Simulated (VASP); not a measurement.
# Si2As (Pnnm) in VASP: further runs, part 2 of 2

VASP 6.6.1. The steps go on from the part before.

## (4) Single point, PBE

This run uses another cell than the first one, of 19.30 Å³/atom.

Contents of INCAR:

```
SYSTEM = Si2As
PREC = Accurate
ENCUT = 520
EDIFF = 1E-6
ISMEAR = 0
SIGMA = 0.1
LREAL = .FALSE.
LASPH = .TRUE.
NELM = 80
ALGO = Normal
ISIF = 2
LWAVE = .FALSE.
LCHARG = .FALSE.
GGA = PE
NBANDS = 22
```

Contents of KPOINTS:

```
Automatic mesh
0
G
  8 6 10
  0 0 0
```

Contents of POSCAR:

```
Si2As
1.0
    5.1455783294      0.0000000000      0.0000000000
    0.0000000000      6.4656197211      0.0000000000
    0.0000000000      0.0000000000      3.4813609775
Si As
4 2
Direct
    0.1702565137      0.3767561188      0.0000000000
    0.8297434863      0.6232438812      0.0000000000
    0.6702565137      0.1232438812      0.5000000000
    0.3297434863      0.8767561188      0.5000000000
    0.0000000000      0.0000000000      0.0000000000
    0.5000000000      0.5000000000      0.5000000000
```

Potentials or basis: VASP PAW PBE potentials, release 64 (Si, As).

Started as:

```console
$ cat potpaw_PBE.64/Si/POTCAR potpaw_PBE.64/As/POTCAR > POTCAR
$ mpirun -np 1 vasp_std > vasp.out
```

OUTCAR:

```text
SYSTEM = Si2As
   PREC = Accurate
   ENCUT = 520
   EDIFF = 1E-6
   ISMEAR = 0
   LREAL = .FALSE.
   LASPH = .TRUE.
   NELM = 80
   ISIF = 2
   GGA = PE

 ion  position               nearest neighbor table
   1  0.170  0.377  0.000-   2 2.37   6 2.56   6 2.56   5 2.59
   2  0.830  0.623  0.000-   1 2.37   6 2.56   6 2.56   5 2.59
   3  0.670  0.123  0.500-   4 2.37   5 2.56   5 2.56   6 2.59
   4  0.330  0.877  0.500-   3 2.37   5 2.56   5 2.56   6 2.59
   5  0.000  0.000  0.000-   3 2.56   4 2.56   3 2.56   4 2.56   1 2.59   2 2.59
   6  0.500  0.500  0.500-   1 2.56   2 2.56   1 2.56   2 2.56   3 2.59   4 2.59

  LATTYP: Found a simple orthorhombic cell.
 ALAT       =     3.4813609775
 B/A-ratio  =     1.4780364239
 C/A-ratio  =     1.8572103734

  Lattice vectors:

 A1 = (   0.0000000000,   0.0000000000,   3.4813609775)
 A2 = (   5.1455783294,   0.0000000000,   0.0000000000)
 A3 = (   0.0000000000,   6.4656197211,   0.0000000000)

Analysis of symmetry for initial positions (statically):
[... 187 lines left out ...]
 cond. band min:       6.5401230874   @ k =   0.5000   0.3333   0.2000
 fundamental gap:      0.0313113727
 Fermi energy:         6.5117115009

 k-point     1 :       0.0000    0.0000    0.0000
  band No.  band energies     occupation
      1      -7.4329      2.00000
      2      -5.8568      2.00000
      3      -2.1052      2.00000
      4      -1.3680      2.00000
      5      -1.1067      2.00000
      6       0.1771      2.00000
[... 589 lines left out ...]
     21      10.8611      0.00000
     22      11.2959      0.00000

 [... further k-points ...]

------------------------ aborting loop because EDIFF is reached ----------------------------------------

  FORCE on cell =-STRESS in cart. coord.  units (eV):
  Direction    XX          YY          ZZ          XY          YZ          ZX
  --------------------------------------------------------------------------------------
  -------------------------------------------------------------------------------------
  Total        0.0860985      0.0744383      0.0935463      0.0000000      0.0000000      0.0000000
  in kB        1.1910027      1.0297071      1.2940282      0.0000000      0.0000000      0.0000000
  external PRESSURE =       1.1715793 kB  Pullay stress =       0.0000000 kB

 VOLUME and BASIS-vectors are now :
 -----------------------------------------------------------------------------
  energy-cutoff  :      520.00
  volume of cell :      115.82
      direct lattice vectors                 reciprocal lattice vectors
     5.145578329  0.000000000  0.000000000     0.194341614  0.000000000  0.000000000
     0.000000000  6.465619721  0.000000000     0.000000000  0.154664215  0.000000000
     0.000000000  0.000000000  3.481360978     0.000000000  0.000000000  0.287243985

 POSITION                                       TOTAL-FORCE (eV/Angst)
 -----------------------------------------------------------------------------------
      0.87607      2.43596      0.00000        -0.011622      0.006811      0.000000
      4.26951      4.02966      0.00000         0.011622     -0.006811      0.000000
      3.44886      0.79685      1.74068        -0.011622     -0.006811      0.000000
      1.69672      5.66877      1.74068         0.011622      0.006811     -0.000000
      0.00000      0.00000      0.00000         0.000000      0.000000     -0.000000
      2.57279      3.23281      1.74068         0.000000      0.000000     -0.000000
 -----------------------------------------------------------------------------------
    total drift:                               -0.000000     -0.000000     -0.000000

  FREE ENERGIE OF THE ION-ELECTRON SYSTEM (eV)
  ---------------------------------------------------
  free  energy   TOTEN  =       -28.2780937377 eV

  energy  without entropy=      -28.2675287185  energy(sigma->0) =      -28.27281123
```

OSZICAR:

```text
N       E                     dE             d eps       ncg     rms          rms(c)
DAV:   1     0.591408895497E+02    0.59141E+02   -0.10323E+04  5280   0.993E+02
DAV:   2    -0.238303533205E+02   -0.82971E+02   -0.79000E+02  6608   0.145E+02
DAV:   3    -0.283533966035E+02   -0.45230E+01   -0.44371E+01  6898   0.303E+01
DAV:   4    -0.284109115891E+02   -0.57515E-01   -0.57363E-01  6520   0.390E+00
DAV:   5    -0.284116387420E+02   -0.72715E-03   -0.72698E-03  6734   0.441E-01    0.605E+00
DAV:   6    -0.283159041880E+02    0.95735E-01   -0.67099E-02  6418   0.116E+00    0.357E+00
DAV:   7    -0.282789161403E+02    0.36988E-01   -0.12081E-01  6488   0.152E+00    0.258E-01
DAV:   8    -0.282780494129E+02    0.86673E-03   -0.18812E-02  6078   0.667E-01    0.181E-01
DAV:   9    -0.282781171264E+02   -0.67714E-04   -0.64153E-04  6370   0.145E-01    0.992E-02
DAV:  10    -0.282780997755E+02    0.17351E-04   -0.15652E-04  6478   0.608E-02    0.259E-02
DAV:  11    -0.282780945315E+02    0.52441E-05   -0.51221E-05  6502   0.332E-02    0.862E-03
DAV:  12    -0.282780942802E+02    0.25124E-06   -0.10852E-05  6126   0.157E-02    0.104E-02
DAV:  13    -0.282780937377E+02    0.54254E-06   -0.48718E-07  3672   0.386E-03
   1 F= -.28278094E+02 E0= -.28272811E+02  d E =-.105650E-01
```

It took 4 min on 1 thread of Intel Xeon Platinum 8559C (Emerald Rapids), shared host; peak memory 0.37 GiB.

What came out:

```
Free energy            : -28.2781 eV
Pressure               : 0.1 GPa
Largest force          : 0.013 eV/Å
Band gap on the k mesh : zero (bands 13 and 14 overlap by 3.78 eV)
```

Forces in eV/Å, atoms in the order of the input:
```
Si  -0.012  0.007  0.000
Si   0.012 -0.007  0.000
Si  -0.012 -0.007  0.000
Si   0.012  0.007  0.000
As   0.000  0.000  0.000
As   0.000  0.000  0.000
```

Levels at points of the mesh, in eV from the Fermi level:
```
           k point  band 9  band 10  band 11  band 12  band 13  band 14  band 15  band 16  band 17  band 18
(0.00, 0.00, 0.00)   -2.47    -2.32    -0.88     0.37     1.71     1.75     2.24     2.63     3.31     3.56
(0.50, 0.00, 0.00)   -1.41    -1.41    -0.10    -0.10     0.96     0.96     1.62     1.62     2.47     2.47
(0.00, 0.50, 0.00)   -1.74    -1.74    -0.81    -0.81     0.29     0.29     2.88     2.88     3.41     3.41
(0.50, 0.50, 0.00)   -2.02    -2.02    -1.31    -1.31     0.15     0.15     1.15     1.15     3.63     3.63
(0.00, 0.00, 0.50)   -4.22    -4.22    -2.15    -2.15    -1.19    -1.19     0.25     0.25     1.17     1.17
(0.50, 0.00, 0.50)   -4.66    -4.66    -2.26    -2.26     1.43     1.43     2.51     2.51     3.17     3.17
(0.00, 0.50, 0.50)   -4.09    -4.09    -2.95    -2.95    -2.00    -2.00    -0.35    -0.35     3.52     3.52
(0.50, 0.50, 0.50)   -2.95    -2.95    -1.54    -1.54    -0.17    -0.17     0.82     0.82     2.60     2.60
```

## (5) Relaxation of cell and atoms, PBE

Contents of INCAR:

```
SYSTEM = Si2As
PREC = Accurate ; ENCUT = 600
EDIFF = 1E-6 ; ISMEAR = 0
SIGMA = 0.1 ; LREAL = .FALSE.
LASPH = .TRUE. ; NELM = 100
ALGO = Normal ; ISIF = 3
LWAVE = .FALSE. ; LCHARG = .FALSE.
GGA = PE ; IBRION = 2
NSW = 90 ; EDIFFG = -0.04
```

Contents of KPOINTS:

```
regular mesh
0
G
  4 4 6
  0 0 0
```

Contents of POSCAR:

```
Si2As
1.0
    4.6309391301      0.0000000000      0.0000000000
    0.0000000000      5.6520254703      0.0000000000
    0.0000000000      0.0000000000      3.5283742677
Si As
4 2
Direct
    0.2004000000      0.3787000000      0.0000000000
    0.7996000000      0.6213000000      0.0000000000
    0.7004000000      0.1213000000      0.5000000000
    0.2996000000      0.8787000000      0.5000000000
    0.0000000000      0.0000000000      0.0000000000
    0.5000000000      0.5000000000      0.5000000000
```

Started as:

```console
$ cat potpaw_PBE.64/Si/POTCAR potpaw_PBE.64/As/POTCAR > POTCAR
$ mpirun -np 1 vasp_std > vasp.out
```

Wall time 6.9 min (1 thread of Intel Xeon Platinum 8559C (Emerald Rapids), shared host); peak memory 0.26 GiB.

Results (log left out):

| Property | Result |
| --- | --- |
| Free energy | -28.2166 eV |
| Relaxed volume | 19.54 Å³/atom |
| Relaxed cell | a = 5.212 Å, b = 6.347 Å, c = 3.544 Å, α = 90.00°, β = 90.00°, γ = 90.00° |
| Space group after relaxing (to 0.1 Å) | Pnnm (No. 58) |
| Energy gained by relaxing | 403.5 meV/atom |
| Ionic steps | 11 |
| Pressure after relaxing | -0.1 GPa |
| Largest force after relaxing | 0.033 eV/Å |
| Band gap on the k mesh | zero (bands 13 and 14 overlap by 3.52 eV) |

Forces on the atoms (eV/Å):
```
Si  -0.008 -0.032  0.000
Si   0.008  0.032  0.000
Si  -0.008  0.032  0.000
Si   0.008 -0.032  0.000
As   0.000  0.000  0.000
As   0.000  0.000  0.000
```

Stress tensor (GPa, compression positive):
```
-0.31  0.00  0.00
 0.00  0.09  0.00
 0.00  0.00  0.04
```

Step by step:
```
step  energy change (eV)  largest force (eV/Å)  pressure (GPa)  volume (Å³)
   1              0.0000                0.9498           31.90        92.35
   2             -1.7737                0.4055           -7.26       139.65
   3             -2.2536                0.5351           -0.12       120.23
   4             -2.2537                0.5295           -0.45       120.84
   5             -2.2984                0.3168           -0.31       120.59
   6             -2.3237                0.0643            0.01       120.24
   7             -2.3508                0.0813           -0.18       120.11
   8             -2.4050                0.1570           -1.01       119.48
   9             -2.4133                0.1420            0.69       115.98
  10             -2.4167                0.1450            0.07       117.17
  11             -2.4209                0.0329           -0.06       117.23
```

Final structure:
```
CELL_PARAMETERS angstrom
5.21239 0.00000 0.00000
0.00000 6.34670 0.00000
0.00000 0.00000 3.54368
ATOMIC_POSITIONS crystal
Si 0.17383 0.38166 0.00000
Si 0.82617 0.61834 0.00000
Si 0.67383 0.11834 0.50000
Si 0.32617 0.88166 0.50000
As 0.00000 0.00000 0.00000
As 0.50000 0.50000 0.50000
```

Levels at points of the mesh, in eV from the Fermi level:
```csv
k point,band 10,band 11,band 12,band 13,band 14,band 15
"(0.00, 0.00, 0.00)",-2.46,-1.09,0.80,1.52,1.89,2.15
"(0.50, 0.00, 0.00)",-1.67,-0.31,-0.31,1.13,1.13,1.41
"(0.00, 0.50, 0.00)",-1.97,-0.68,-0.68,0.35,0.35,2.80
"(0.50, 0.50, 0.00)",-2.23,-1.56,-1.56,-0.07,-0.07,0.91
"(0.00, 0.00, 0.50)",-4.34,-2.24,-2.24,-1.14,-1.14,0.27
"(0.50, 0.00, 0.50)",-4.65,-2.15,-2.15,1.23,1.23,2.38
"(0.00, 0.50, 0.50)",-4.13,-2.85,-2.85,-2.00,-2.00,-0.30
"(0.50, 0.50, 0.50)",-2.82,-1.40,-1.40,-0.17,-0.17,1.10
```

Caveat: the volume moved by over 15 % at a fixed basis, so the end points are rough.

## (6) Overview

```tsv
task	cell	k mesh	cutoff (eV)	gap on the mesh (eV)	pressure (GPa)	largest force (eV/Å)
single point	a = 4.631, b = 5.652, c = 3.528 Å, 6 atoms, atomic positions A	4 × 4 × 6	520	none	31.9	0.95
single point	a = 5.152, b = 6.390, c = 3.544 Å, 6 atoms, atomic positions B	4 × 4 × 6	520	none	0.2	0.02
single point	a = 5.146, b = 6.466, c = 3.481 Å, 6 atoms, atomic positions C	8 × 6 × 10	520	none	0.1	0.01
relaxation of cell and atoms	relaxed from a = 4.631, b = 5.652, c = 3.528 Å, 6 atoms, atomic positions A	4 × 4 × 6	600	none	-0.1	0.03
```

Alike in all rows: level PBE; potentials or basis VASP PAW PBE potentials, release 64 (Si, As); no spin polarisation; smearing gaussian 0.1 eV.

Caveats: the cell stands under pressure (at least some runs); the volume moved by over 15 % at a fixed basis, so the end points are rough (at least some runs).

Total energies depend on the potentials used, so only differences within one code and one set of settings carry meaning.

The gap in the log of VASP goes by the Fermi energy; the results here count the filled bands.